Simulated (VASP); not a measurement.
# ZnS (l.bB) (F-43m) in VASP: single point with LDA

Aim: the single point of ZnS (l.bB) with LDA.

Everything below comes from runs of VASP 6.6.1. Logs are shortened: lines on timing, memory, paths and dates and some standing lists are left out, and cuts for length are marked.

### Step 1. The cell of the first run

It takes space group F-43m (No. 216, cubic). The conventional cell has a = 5.297 Å, b = 5.297 Å, c = 5.297 Å, α = 90.00°, β = 90.00°, γ = 90.00°. Zn (site symmetry -43m) has 4 S at 2.29 Å within 3.0 Å. Within 3.0 Å of S (site symmetry -43m) lie 4 Zn at 2.29 Å.

### Step 2. Single point, LDA

File INCAR:

```
ALGO = Normal
EDIFF = 1E-6
ENCUT = 500
GGA = CA
GGA_COMPAT = F
ISIF = 2
ISMEAR = 0
LASPH = T
LCHARG = F
LREAL = F
LWAVE = F
NBANDS = 16
NELM = 120
PREC = Accurate
SIGMA = 0.02
```

File KPOINTS:

```
k-points
0
Gamma
  10 10 10
```

File POSCAR:

```
ZnS
1.0
    0.0000000000      2.6483452481      2.6483452481
    2.6483452481      0.0000000000      2.6483452481
    2.6483452481      2.6483452481      0.0000000000
Zn S
1 1
Direct
    0.0000000000      0.0000000000      0.0000000000
    0.2500000000      0.2500000000      0.2500000000
```

Potentials or basis: VASP PAW LDA potentials, release 64 (Zn, S).

Started as:

```sh
$ cat potpaw_LDA.64/Zn/POTCAR potpaw_LDA.64/S/POTCAR > POTCAR
$ mpirun -np 1 vasp_std > vasp.out
```

OUTCAR:

```text
EDIFF = 1E-6
   ENCUT = 500
   GGA = CA
   ISIF = 2
   ISMEAR = 0
   LASPH = T
   LREAL = F
   NELM = 120
   PREC = Accurate

 ion  position               nearest neighbor table
   1  0.000  0.000  0.000-   2 2.29   2 2.29   2 2.29   2 2.29
   2  0.250  0.250  0.250-   1 2.29   1 2.29   1 2.29   1 2.29

  LATTYP: Found a face centered cubic cell.
 ALAT       =     5.2966904962

  Lattice vectors:

 A1 = (   0.0000000000,   2.6483452481,   2.6483452481)
 A2 = (   2.6483452481,   0.0000000000,   2.6483452481)
 A3 = (   2.6483452481,   2.6483452481,   0.0000000000)

Analysis of symmetry for initial positions (statically):
=====================================================================
 Subroutine PRICEL returns:
 Original cell was already a primitive cell.

 Routine SETGRP: Setting up the symmetry group for a
 face centered cubic supercell.

 Subroutine GETGRP returns: Found 24 space group operations
 (whereof 24 operations were pure point group operations)
 out of a pool of 48 trial point group operations.

The static configuration has the point symmetry T_d .

Analysis of symmetry for dynamics (positions and initial velocities):
=====================================================================
 Subroutine PRICEL returns:
 Original cell was already a primitive cell.

 Routine SETGRP: Setting up the symmetry group for a
 face centered cubic supercell.

 Subroutine GETGRP returns: Found 24 space group operations
 (whereof 24 operations were pure point group operations)
 out of a pool of 48 trial point group operations.

The dynamic configuration has the point symmetry T_d .

 Subroutine INISYM returns: Found 24 space group operations
 (whereof 24 operations are pure point group operations),
 and found     1 'primitive' translations

----------------------------------------------------------------------------------------

                                     Primitive cell

  volume of cell :      37.1496

  direct lattice vectors                    reciprocal lattice vectors
     0.000000000  2.648345248  2.648345248    -0.188797137  0.188797137  0.188797137
     2.648345248  0.000000000  2.648345248     0.188797137 -0.188797137  0.188797137
     2.648345248  2.648345248  0.000000000     0.188797137  0.188797137 -0.188797137

  length of vectors
     3.745325768  3.745325768  3.745325768     0.327006233  0.327006233  0.327006233

  position of ions in fractional coordinates (direct lattice)
     0.000000000  0.000000000  0.000000000
     0.250000000  0.250000000  0.250000000

  ion indices of the primitive-cell ions
   primitive index   ion index
                 1           1
                 2           2

----------------------------------------------------------------------------------------

 KPOINTS: k-points

Automatic generation of k-mesh.
 Grid dimensions read from file:
 generate k-points for:   10   10   10

 Generating k-lattice:

  Cartesian coordinates                     Fractional coordinates (reciprocal lattice)
    -0.018879714  0.018879714  0.018879714     0.100000000  0.000000000  0.000000000
     0.018879714 -0.018879714  0.018879714     0.000000000  0.100000000  0.000000000
     0.018879714  0.018879714 -0.018879714     0.000000000  0.000000000  0.100000000

  Length of vectors
     0.032700623  0.032700623  0.032700623

  Shift w.r.t. Gamma in fractional coordinates (k-lattice)
     0.000000000  0.000000000  0.000000000

 Subroutine IBZKPT returns following result:
 ===========================================

 Found     47 irreducible k-points:

 Following reciprocal coordinates:
            Coordinates               Weight
  0.000000  0.000000  0.000000      1.000000
  0.100000  0.000000  0.000000      8.000000
  0.200000  0.000000  0.000000      8.000000
  0.300000  0.000000  0.000000      8.000000
  0.400000  0.000000  0.000000      8.000000
  0.500000  0.000000  0.000000      4.000000
[... 16 lines left out ...]
  0.300000  0.300000  0.000000      6.000000
  0.400000  0.300000  0.000000     24.000000
 [... further k-points ...]
   k-points           NKPTS =     47   k-points in BZ     NKDIM =     47   number of bands    NBANDS=     16
   number of dos      NEDOS =    301   number of ions     NIONS =      2
   total plane-waves  NPLWV =  21952
   dimension x,y,z NGX =    28 NGY =   28 NGZ =   28
   dimension x,y,z NGXF=    56 NGYF=   56 NGZF=   56
   ions per type =               1   1
   NGX,Y,Z   is equivalent  to a cutoff of  12.43, 12.43, 12.43 a.u.
   NGXF,Y,Z  is equivalent  to a cutoff of  24.86, 24.86, 24.86 a.u.
 SYSTEM =  unknown system
   PREC   = accura    normal or accurate (medium, high low for compatibility)
   ISTART =      0    job   : 0-new  1-cont  2-samecut
   ICHARG =      2    charge: 1-file 2-atom 10-const
   ISPIN  =      1    spin polarized calculation?
   LNONCOLLINEAR =      F non collinear calculations
   LSORBIT =      F    spin-orbit coupling
   LASPH  =      T    aspherical Exc in radial PAW
   ENCUT  =  500.0 eV  36.75 Ry    6.06 a.u.   6.83  6.83  6.83*2*pi/ulx,y,z
   NELM   =    120;   NELMIN=  2; NELMDL= -5     # of ELM steps
   EDIFF  = 0.1E-05   stopping-criterion for ELM
   LREAL  =      F    real-space projection
   EDIFFG = 0.1E-04   stopping-criterion for IOM
   NSW    =      0    number of steps for IOM
   IBRION =     -1    ionic relax: 0-MD 1-quasi-New 2-CG
   NFREE  =      0    steps in history (QN), initial steepest desc. (CG)
   ISIF   =      2    stress and relaxation
   ISYM   =      2    0-nonsym 1-usesym 2-fastsym
   POTIM  = 0.5000    time-step for ionic-motion
   TEBEG  =    0.0;   TEEND  =   0.0 temperature during run
   PSTRESS=    0.0 pullay stress
   NELECT =      18.0000    total number of electrons
   NUPDOWN=      -1.0000    fix difference up-down
   EMIN   =  10.00;   EMAX   =-10.00  energy-range for DOS
   EFERMI =   0.00;   METHOD = LEGACY
   ISMEAR =     0;   SIGMA  =   0.02  broadening in eV -4-tet -1-fermi 0-gaus
   EFERMI_NEDOS =   21; number of points for ismear=-14 and -15
   IALGO  =     38    algorithm
   IMIX   =      4    mixing-type and parameters
     AMIX     =   0.40;   BMIX     =  1.00
     AMIX_MAG =   1.60;   BMIX_MAG =  1.00
  volume/ion in A,a.u.               =      18.57       125.35
  Fermi-wavevector in a.u.,A,eV,Ry     =   1.285823  2.429852 22.495054  1.653340
  Thomas-Fermi vector in A             =   2.417934
   LORBIT       =      0    0 simple, 1 ext, 2 COOP (PROOUT), +10 PAW based schemes
   GGA     = CA    functional components
   LHFCALC =     F    Hartree Fock is set to
   AEXX    =    0.0000 exact exchange contribution
   IVDW    =     0    specifies the selected vdW correction
   LEPSILON=     F    determine dielectric tensor
   LRPA    =     F    only Hartree local field effects (RPA)
 non-spin polarized calculation
 Gauss-broadening in eV      SIGMA  =   0.02
  energy-cutoff  :      500.00
  volume of cell :       37.15
 maximum number of plane-waves:       960
   NGX = 13   NGY = 13   NGZ = 13

 number of electron      18.0000014 magnetization

 Free energy of the ion-electron system (eV)
  ---------------------------------------------------
  ext. energy  EPLUGINS =         0.00000000
  ---------------------------------------------------
  free energy    TOTEN  =        -8.20775454 eV

  energy without entropy =       -8.20775454  energy(sigma->0) =       -8.20775454

 E-fermi :   2.6425     XC(G=0): -10.3167

 val. band max:        2.5139702275   @ k =   0.0000   0.0000   0.0000
 cond. band min:       4.6744730757   @ k =   0.0000   0.0000   0.0000
 fundamental gap:      2.1605028482
 Fermi energy:         2.6425449714

 k-point     1 :       0.0000    0.0000    0.0000
  band No.  band energies     occupation
      1     -11.0341      2.00000
      2      -4.2429      2.00000
      3      -4.2429      2.00000
      4      -4.2429      2.00000
      5      -3.6896      2.00000
      6      -3.6896      2.00000
[... 8 lines left out ...]
     15      14.3402      0.00000
     16      14.3740      0.00000

 k-point     2 :       0.1000    0.0000    0.0000
  band No.  band energies     occupation
      1     -10.9486      2.00000
      2      -4.2462      2.00000
      3      -4.2275      2.00000
      4      -4.2275      2.00000
      5      -3.6912      2.00000
      6      -3.6912      2.00000
[... 8 lines left out ...]
     15      13.8388      0.00000
     16      14.9747      0.00000

 k-point     3 :       0.2000    0.0000    0.0000
  band No.  band energies     occupation
      1     -10.7116      2.00000
      2      -4.2363      2.00000
      3      -4.1896      2.00000
      4      -4.1896      2.00000
      5      -3.6916      2.00000
      6      -3.6916      2.00000
[... 8 lines left out ...]
     15      13.3800      0.00000
     16      14.9254      0.00000

 k-point     4 :       0.3000    0.0000    0.0000
  band No.  band energies     occupation
      1     -10.3863      2.00000
      2      -4.1547      2.00000
      3      -4.1495      2.00000
      4      -4.1495      2.00000
      5      -3.6821      2.00000
      6      -3.6821      2.00000
[... 8 lines left out ...]
     15      13.7768      0.00000
     16      14.3421      0.00000
[... 324 lines left out ...]
 k-point    22 :      -0.2000    0.2000    0.0000
  band No.  band energies     occupation
      1     -10.2763      2.00000
      2      -4.1533      2.00000
      3      -4.1209      2.00000
      4      -4.1166      2.00000
      5      -3.7161      2.00000
      6      -3.6462      2.00000
[... 8 lines left out ...]
     15      15.5107      0.00000
     16      17.2175      0.00000

 k-point    23 :       0.3000    0.3000    0.0000
  band No.  band energies     occupation
      1     -10.1685      2.00000
      2      -4.3277      2.00000
      3      -4.0204      2.00000
      4      -4.0204      2.00000
      5      -3.7300      2.00000
      6      -3.6322      2.00000
[... 8 lines left out ...]
     15      15.4429      0.00000
     16      19.4177      0.00000

 k-point    24 :       0.4000    0.3000    0.0000
  band No.  band energies     occupation
      1      -9.9338      2.00000
      2      -4.2954      2.00000
      3      -3.9700      2.00000
      4      -3.9627      2.00000
      5      -3.6681      2.00000
      6      -3.6233      2.00000
[... 8 lines left out ...]
     15      16.0175      0.00000
     16      18.6399      0.00000

 [... further k-points ...]

------------------------ aborting loop because EDIFF is reached ----------------------------------------

  FORCE on cell =-STRESS in cart. coord.  units (eV):
  Direction    XX          YY          ZZ          XY          YZ          ZX
  --------------------------------------------------------------------------------------
  -------------------------------------------------------------------------------------
  Total        0.0530235      0.0530235      0.0530235      0.0000000      0.0000000     -0.0000000
  in kB        2.2867832      2.2867832      2.2867832      0.0000000      0.0000000     -0.0000000
  external PRESSURE =       2.2867832 kB  Pullay stress =       0.0000000 kB

 VOLUME and BASIS-vectors are now :
 -----------------------------------------------------------------------------
  energy-cutoff  :      500.00
  volume of cell :       37.15
      direct lattice vectors                 reciprocal lattice vectors
     0.000000000  2.648345248  2.648345248    -0.188797137  0.188797137  0.188797137
     2.648345248  0.000000000  2.648345248     0.188797137 -0.188797137  0.188797137
     2.648345248  2.648345248  0.000000000     0.188797137  0.188797137 -0.188797137

 POSITION                                       TOTAL-FORCE (eV/Angst)
 -----------------------------------------------------------------------------------
      0.00000      0.00000      0.00000         0.000000      0.000000      0.000000
      1.32417      1.32417      1.32417        -0.000000     -0.000000     -0.000000
 -----------------------------------------------------------------------------------
    total drift:                                0.000001      0.000001      0.000001

  FREE ENERGIE OF THE ION-ELECTRON SYSTEM (eV)
  ---------------------------------------------------
  free  energy   TOTEN  =        -8.2077545384 eV

  energy  without entropy=       -8.2077545384  energy(sigma->0) =       -8.20775454
```

Run time: 21 s. Hardware: 1 thread of AMD EPYC 9R45 (Zen 5), shared host; peak memory 0.11 GiB.

What came out:

```
Free energy            : -8.2078 eV
Pressure               : 0.2 GPa
Band gap on the k mesh : 2.16 eV, direct
```
